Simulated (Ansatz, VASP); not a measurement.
**SiO in VASP and in Ansatz**

```xyz
2
Lattice="2.8070 0.0000 0.0000 0.0000 2.8070 0.0000 0.0000 0.0000 2.8070" Properties=species:S:1:pos:R:3 pbc="T T T"
Si    0.0000    0.0000    0.0000
O     1.4035    1.4035    1.4035
```

Alike in both runs: functional PBE; k mesh 8 × 8 × 8; occupations fermi-dirac, width 0.05 eV; no spin polarisation.

|  | VASP | Ansatz |
| --- | --- | --- |
| version | VASP 6.6.1 | Ansatz 0.2.0 |
| potentials or method | VASP PAW PBE potentials, release 64 (Si, O) | Ansatz PAW |
| plane-wave cutoff (eV) | 520 | 420 |
| valence electrons in the cell | 10 | 10 |
| task | single point | band structure |

```csv
,VASP,Ansatz,Ansatz less VASP
gap on the k mesh at the Fermi level (eV),none,none,-
pressure (GPa),-0.7,-0.6,+0.05
```

A gap of «none» marks a metal or a gap that the smearing closes.
